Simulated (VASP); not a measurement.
**TiSi2: electric field gradients with PBEsol**

TiSi2:

```
Ti Si
1.0
    -0.12569    4.05408    4.19973
     2.32258   -0.09972    4.22570
     2.32473    4.08220   -0.09757
Ti Si
2 4
Direct
  0.75000 0.75000 0.75000
  0.50000 0.50000 0.50000
  0.08300 0.41700 0.08300
  0.41700 0.08300 0.41700
  0.16700 0.83300 0.16700
  0.83300 0.16700 0.83300
```

This cell differs from its parent crystal: equal xy, yz and zx shear strains of -3 %.

```
Program                : VASP 6.6.1
Task                   : electric field gradients
Functional             : PBEsol
Potentials or basis    : VASP PAW PBE potentials, release 64 (Ti_sv, Si)
Cutoff                 : 520 eV
k mesh                 : 8 × 8 × 8
Occupations            : fermi-dirac, width 0.08 eV
Spin                   : no spin polarisation
Dipole correction      : no
Further INCAR settings : ALGO = Normal; EDIFF = 1e-08; NBANDS = 29
```

```json
{
 "Pressure": "-1.2 GPa",
 "Largest force": "0.355 eV/Å",
 "Band gap on the k mesh": "zero (bands 20 and 21 overlap by 1.76 eV)",
 "Largest electric field gradient by atom": "Ti -16.7; Si -30.2, -39.1 (each value once) V/Å²"
}
```

Forces on the atoms (eV/Å):
```
Ti  -0.200 -0.207 -0.207
Ti   0.200  0.207  0.207
Si  -0.076  0.079 -0.012
Si  -0.096 -0.263 -0.198
Si   0.076 -0.079  0.012
Si   0.096  0.263  0.198
```

Stress tensor (GPa, compression positive):
```
-0.51  3.96  4.76
 3.96 -1.82  2.89
 4.76  2.89 -1.25
```

Levels at points of the mesh, in eV from the Fermi level:
| k point | band 18 | band 19 | band 20 | band 21 | band 22 | band 23 |
| --- | --- | --- | --- | --- | --- | --- |
| (0.00, 0.00, 0.00) | -1.90 | -1.68 | -1.43 | -0.94 | 2.00 | 3.11 |
| (0.50, 0.00, 0.00) | -1.14 | -0.16 | 0.02 | 0.98 | 1.29 | 1.51 |
| (0.00, 0.50, 0.00) | -1.24 | -0.04 | 0.17 | 1.02 | 1.39 | 1.97 |
| (0.50, 0.50, 0.00) | -1.48 | -1.09 | -1.01 | 0.80 | 0.82 | 3.08 |
| (0.00, 0.00, 0.50) | -1.00 | 0.05 | 0.16 | 0.95 | 1.27 | 1.86 |
| (0.50, 0.00, 0.50) | -2.17 | -0.92 | -0.79 | 1.23 | 1.28 | 3.18 |
| (0.00, 0.50, 0.50) | -1.16 | -0.64 | -0.62 | 0.86 | 0.97 | 2.19 |
| (0.50, 0.50, 0.50) | -0.96 | -0.16 | 0.20 | 1.20 | 1.45 | 1.67 |

Electric field gradients, principal values (V/Å²):
```csv
atom,least,middle,greatest (by size)
1 Ti,2.640,14.017,-16.657
2 Ti,2.640,14.017,-16.657
3 Si,10.488,19.701,-30.189
4 Si,14.003,25.116,-39.119
5 Si,10.488,19.701,-30.189
6 Si,14.003,25.116,-39.119
```

Wall time 20 min on 1 thread of Oxide Virtual Turin-like Processor, with other jobs on the host, peak memory 0.58 GiB.

Caveat: the cell differs from its parent crystal (equal xy, yz and zx shear strains of -3 %); without QUAD_EFG the Cq values of the log hold for a quadrupole moment of 1 mb, not for the nuclei; the PAW data sets were made with another functional, which shifts forces and pressure a little.
